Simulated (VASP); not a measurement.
# Pb (Fd-3m) in VASP: a series of runs, part 4 of 4

VASP 6.6.1. The steps go on from the part before.

## Step 6: Electric field gradients, PBE

This run uses another cell than the first one, of 40.67 Å³/atom, 1.026 times its volume.

INCAR reads:

```
SYSTEM = Pb
PREC = Accurate ; ENCUT = 520
EDIFF = 1E-8 ; ISMEAR = -1
SIGMA = 0.05 ; LREAL = .False.
LASPH = .True. ; NELM = 60
ALGO = Normal ; ISIF = 2
LWAVE = .False. ; LCHARG = .False.
GGA = PE ; LEFG = .True.
NBANDS = 21
```

KPOINTS reads:

```
Automatic mesh
0
Gamma
  8 8 8
  0 0 0
```

POSCAR reads:

```
Pb
1.0
    0.0000000000      3.4390000555      3.4390000555
    3.4390000555      0.0000000000      3.4390000555
    3.4390000555      3.4390000555      0.0000000000
Pb
2
Direct
    0.0000000000      0.0000000000      0.0000000000
    0.2500000000      0.2500000000      0.2500000000
```

Potentials or basis: VASP PAW PBE potentials, release 64 (Pb_d).

Launch:

```console
cat potpaw_PBE.64/Pb_d/POTCAR > POTCAR
mpirun -np 1 vasp_std > vasp.out
```

OUTCAR:

```text
SYSTEM = Pb
   PREC = Accurate
   ENCUT = 520
   EDIFF = 1E-8
   ISMEAR = -1
   LREAL = .False.
   LASPH = .True.
   NELM = 60
   ISIF = 2
   GGA = PE

 ion  position               nearest neighbor table
   1  0.000  0.000  0.000-   2 2.98   2 2.98   2 2.98   2 2.98
   2  0.250  0.250  0.250-   1 2.98   1 2.98   1 2.98   1 2.98

  LATTYP: Found a face centered cubic cell.
 ALAT       =     6.8780001110

  Lattice vectors:

 A1 = (   0.0000000000,   3.4390000555,   3.4390000555)
 A2 = (   3.4390000555,   0.0000000000,   3.4390000555)
 A3 = (   3.4390000555,   3.4390000555,   0.0000000000)

Analysis of symmetry for initial positions (statically):
=====================================================================
 Subroutine PRICEL returns:
 Original cell was already a primitive cell.

 Routine SETGRP: Setting up the symmetry group for a
 face centered cubic supercell.

 Subroutine GETGRP returns: Found 48 space group operations
 (whereof 24 operations were pure point group operations)
 out of a pool of 48 trial point group operations.

The static configuration has the point symmetry T_d .
 The point group associated with its full space group is O_h .

Analysis of symmetry for dynamics (positions and initial velocities):
=====================================================================
 Subroutine PRICEL returns:
 Original cell was already a primitive cell.

 Routine SETGRP: Setting up the symmetry group for a
 face centered cubic supercell.

 Subroutine GETGRP returns: Found 48 space group operations
 (whereof 24 operations were pure point group operations)
 out of a pool of 48 trial point group operations.

The dynamic configuration has the point symmetry T_d .
 The point group associated with its full space group is O_h .

 Subroutine INISYM returns: Found 48 space group operations
 (whereof 24 operations are pure point group operations),
 and found     1 'primitive' translations

----------------------------------------------------------------------------------------

                                     Primitive cell

  volume of cell :      81.3442

  direct lattice vectors                    reciprocal lattice vectors
     0.000000000  3.439000056  3.439000056    -0.145391100  0.145391100  0.145391100
     3.439000056  0.000000000  3.439000056     0.145391100 -0.145391100  0.145391100
     3.439000056  3.439000056  0.000000000     0.145391100  0.145391100 -0.145391100

  length of vectors
     4.863480519  4.863480519  4.863480519     0.251824772  0.251824772  0.251824772

  position of ions in fractional coordinates (direct lattice)
     0.000000000  0.000000000  0.000000000
     0.250000000  0.250000000  0.250000000

  ion indices of the primitive-cell ions
   primitive index   ion index
                 1           1
                 2           2

----------------------------------------------------------------------------------------

[... 68 lines left out ...]
   NELM   =     60;   NELMIN=  2; NELMDL= -5     # of ELM steps
   EDIFF  = 0.1E-07   stopping-criterion for ELM
   LREAL  =      F    real-space projection
   EDIFFG = 0.1E-06   stopping-criterion for IOM
   NSW    =      0    number of steps for IOM
   IBRION =     -1    ionic relax: 0-MD 1-quasi-New 2-CG
   NFREE  =      0    steps in history (QN), initial steepest desc. (CG)
   ISIF   =      2    stress and relaxation
   ISYM   =      2    0-nonsym 1-usesym 2-fastsym
   POTIM  = 0.5000    time-step for ionic-motion
   TEBEG  =    0.0;   TEEND  =   0.0 temperature during run
   PSTRESS=    0.0 pullay stress
   NELECT =      28.0000    total number of electrons
   NUPDOWN=      -1.0000    fix difference up-down
   EMIN   =  10.00;   EMAX   =-10.00  energy-range for DOS
   EFERMI =   0.00;   METHOD = LEGACY
   ISMEAR =    -1;   SIGMA  =   0.05  broadening in eV -4-tet -1-fermi 0-gaus
   EFERMI_NEDOS =   21; number of points for ismear=-14 and -15
   IALGO  =     38    algorithm
   IMIX   =      4    mixing-type and parameters
     AMIX     =   0.40;   BMIX     =  1.00
     AMIX_MAG =   1.60;   BMIX_MAG =  1.00
  volume/ion in A,a.u.               =      40.67       274.47
  Fermi-wavevector in a.u.,A,eV,Ry     =   1.147322  2.168124 17.909999  1.316348
  Thomas-Fermi vector in A             =   2.284002
   LORBIT       =      0    0 simple, 1 ext, 2 COOP (PROOUT), +10 PAW based schemes
   GGA     = PE    functional components
   LHFCALC =     F    Hartree Fock is set to
   AEXX    =    0.0000 exact exchange contribution
   IVDW    =     0    specifies the selected vdW correction
   LEPSILON=     F    determine dielectric tensor
   LRPA    =     F    only Hartree local field effects (RPA)
 non-spin polarized calculation
  energy-cutoff  :      520.00
  volume of cell :       81.34
 maximum number of plane-waves:      2209
   NGX = 19   NGY = 19   NGZ = 19

 number of electron      28.0000001 magnetization

 Free energy of the ion-electron system (eV)
  ---------------------------------------------------
  ext. energy  EPLUGINS =         0.00000000
  ---------------------------------------------------
  free energy    TOTEN  =        -6.56582203 eV

  energy without entropy =       -6.56171729  energy(sigma->0) =       -6.56376966

 E-fermi :   4.3971     XC(G=0):  -8.4254

 val. band max:        4.0883299400   @ k =   0.1250   0.1250   0.0000
 cond. band min:       4.4101410220   @ k =  -0.1250   0.1250   0.0000
 fundamental gap:      0.3218110820
 Fermi energy:         4.3970770666

 k-point     1 :       0.0000    0.0000    0.0000
  band No.  band energies     occupation
      1     -12.8564      2.00000
      2     -12.8563      2.00000
      3     -12.8563      2.00000
      4     -12.7800      2.00000
      5     -12.7800      2.00000
      6     -12.3499      2.00000
[... 565 lines left out ...]
     20      12.2706      0.00000
     21      12.9915      0.00000

 [... further k-points ...]
[... 5 lines left out ...]
  --------------------------------------------------------------------------------------
  -------------------------------------------------------------------------------------
  Total        1.1716544      1.1716544      1.1716544      0.0000000      0.0000000      0.0000000
  in kB       23.0772250     23.0772250     23.0772250      0.0000000      0.0000000      0.0000000
  external PRESSURE =      23.0772250 kB  Pullay stress =       0.0000000 kB

 VOLUME and BASIS-vectors are now :
 -----------------------------------------------------------------------------
  energy-cutoff  :      520.00
  volume of cell :       81.34
      direct lattice vectors                 reciprocal lattice vectors
     0.000000000  3.439000056  3.439000056    -0.145391100  0.145391100  0.145391100
     3.439000056  0.000000000  3.439000056     0.145391100 -0.145391100  0.145391100
     3.439000056  3.439000056  0.000000000     0.145391100  0.145391100 -0.145391100

 POSITION                                       TOTAL-FORCE (eV/Angst)
 -----------------------------------------------------------------------------------
      0.00000      0.00000      0.00000        -0.000000      0.000000      0.000000
      1.71950      1.71950      1.71950         0.000000     -0.000000     -0.000000
 -----------------------------------------------------------------------------------
    total drift:                                0.000000      0.000000      0.000000

  FREE ENERGIE OF THE ION-ELECTRON SYSTEM (eV)
  ---------------------------------------------------
  free  energy   TOTEN  =        -6.5658220270 eV

  energy  without entropy=       -6.5617172884  energy(sigma->0) =       -6.56376966

 Electric field gradients (V/A^2)
---------------------------------------------------------------------
 ion       V_xx      V_yy      V_zz      V_xy      V_xz      V_yz
---------------------------------------------------------------------
   1       0.000    -0.000    -0.000     0.000     0.000     0.000
   2       0.000    -0.000    -0.000     0.000     0.000     0.000
---------------------------------------------------------------------

 Electric field gradients after diagonalization (V/A^2)
 (convention: |V_zz| > |V_xx| > |V_yy|)
----------------------------------------------------------------------
 ion       V_xx      V_yy      V_zz     asymmetry (V_yy - V_xx)/ V_zz
----------------------------------------------------------------------
   1      -0.000    -0.000     0.000       0.000
   2      -0.000    -0.000     0.000       0.000
----------------------------------------------------------------------

           NMR quadrupolar parameters

 Cq : quadrupolar parameter    Cq=e*Q*V_zz/h
 eta: asymmetry parameters     (V_yy - V_xx)/ V_zz
 Q  : nuclear electric quadrupole moment in mb (millibarn)
----------------------------------------------------------------------
 ion       Cq(MHz)       eta       Q (mb)
----------------------------------------------------------------------
   1       0.000       0.000       1.000
   2       0.000       0.000       1.000
----------------------------------------------------------------------
```

Run time: 17 s. Hardware: 1 thread of Intel Xeon 6975P-C (Granite Rapids), shared host; peak memory 0.21 GiB.

Results:

```yaml
Free_energy: -6.5658 eV
Pressure: 2.3 GPa
Band_gap_on_the_k_mesh: zero (band 14 reaches 4.74 eV, above the bottom of band 15 at 3.60 eV)
```

Caveat: without QUAD_EFG the Cq values of the log hold for a quadrupole moment of 1 mb, not for the nuclei; spin-orbit coupling is left out, which moves the levels of the heavy elements.

## Step 7: The runs side by side

```csv
cell,gap on the mesh (eV),pressure (GPa)
"a = 4.823 Å, angles 60.0°, 2 atoms",none,3.3
"a = 4.831 Å, angles 60.0°, 2 atoms",none,3.1
"a = 4.847 Å, angles 60.0°, 2 atoms",none,2.7
"a = 4.863 Å, angles 60.0°, 2 atoms",none,2.3
```

Alike in all rows: task electric field gradients; level PBE; potentials or basis VASP PAW PBE potentials, release 64 (Pb_d); no spin polarisation; k mesh 8 × 8 × 8; cutoff (eV) 520; smearing fermi-dirac 0.05 eV.

Caveats: spin-orbit coupling is left out, which moves the levels of the heavy elements.

Total energies depend on the potentials used, so only differences within one code and one set of settings carry meaning.
